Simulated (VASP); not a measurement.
Runs of VASP 6.6.1 on SrMg. The structure is that of space group P4/mmm (No. 123), or close to it. The cells are those of the table. 

```tsv
cell	further INCAR settings	gap on the mesh (eV)	pressure (GPa)
a = 3.475, b = 3.475, c = 4.913 Å, 2 atoms	ALGO = Fast; EDIFF = 1e-06; NBANDS = 13	none	2.9
a = 4.378, b = 4.378, c = 3.095 Å, 2 atoms	ALGO = Fast; EDIFF = 1e-06; NBANDS = 13	none	3.3
a = 4.237, b = 4.237, c = 3.305 Å, 2 atoms	ALGO = Fast; EDIFF = 1e-07; NBANDS = 13	none	3.3
a = 3.573, b = 3.573, c = 4.645 Å, 2 atoms	ALGO = Fast; EDIFF = 1e-07; NBANDS = 13	none	(a)
a = 4.010, b = 4.010, c = 3.689 Å, 2 atoms	ALGO = Fast; EDIFF = 1e-06; NBANDS = 13	none	3.3
```

Alike in all rows: task single point; level LDA; potentials or basis VASP PAW LDA potentials, release 64 (Sr_sv, Mg); no spin polarisation; k mesh 14 × 14 × 14; cutoff (eV) 520; smearing gaussian 0.15 eV.

**Question.** Estimate the missing entries.

**Answer.** (a) 3.0.

A k mesh can miss the band edges, and the runs leave out spin-orbit coupling on Sr.

A gap of «none» marks levels without a gap at the run's occupations.
